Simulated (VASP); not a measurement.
Set up this calculation in VASP 6.6.1, as the native input.

```
Task                   : single point
Functional             : PBEsol
Potentials or basis    : VASP PAW PBE potentials, release 64 (Sn_d, O)
Cutoff                 : 520 eV
k mesh                 : 10 × 6 × 8
Occupations            : gaussian, width 0.05 eV
Spin                   : no spin polarisation
Dipole correction      : no
Further INCAR settings : ALGO = Normal; EDIFF = 1e-06; NBANDS = 28
```

The structure of SnO lies in POSCAR:

```
SnO
1.0
    3.3550050000      0.0000000000      0.0000000000
    0.0000000000      5.6741040000      0.0000000000
    0.0000000000      0.0000000000      4.2219700000
Sn O
2 2
Direct
    0.0000000000      0.2319090000      0.5131440000
    0.5000000000      0.7680910000      0.0131440000
    0.0000000000      0.8912500000      0.7368570000
    0.5000000000      0.1087500000      0.2368570000
```

These files were run (other wordings do the same):

INCAR

```
SYSTEM = SnO
ALGO = Normal
EDIFF = 1E-6
ENCUT = 520
GGA = PS
ISIF = 2
ISMEAR = 0
LASPH = .TRUE.
LCHARG = .FALSE.
LREAL = .FALSE.
LWAVE = .FALSE.
NBANDS = 28
NELM = 100
PREC = Accurate
SIGMA = 0.05
```

KPOINTS

```
k-points
0
G
  10 6 8
  0 0 0
```

Potentials or basis: VASP PAW PBE potentials, release 64 (Sn_d, O).

Run with:

```bash
$ cat potpaw_PBE.64/Sn_d/POTCAR potpaw_PBE.64/O/POTCAR > POTCAR
$ mpirun -np 1 vasp_std > vasp.out
```

Results of the run:

```yaml
Pressure: -2.9 GPa
Largest_force: 0.349 eV/Å
Band_gap_on_the_k_mesh: 1.29 eV, indirect (least direct gap 1.92 eV)
```

Caveat: the PAW data sets were made with another functional, which shifts forces and pressure a little; spin-orbit coupling is left out, which moves the levels of the heavy elements.

It took 6.4 min on 1 thread of Intel Xeon 8259CL (shared host), peak memory 0.34 GiB.
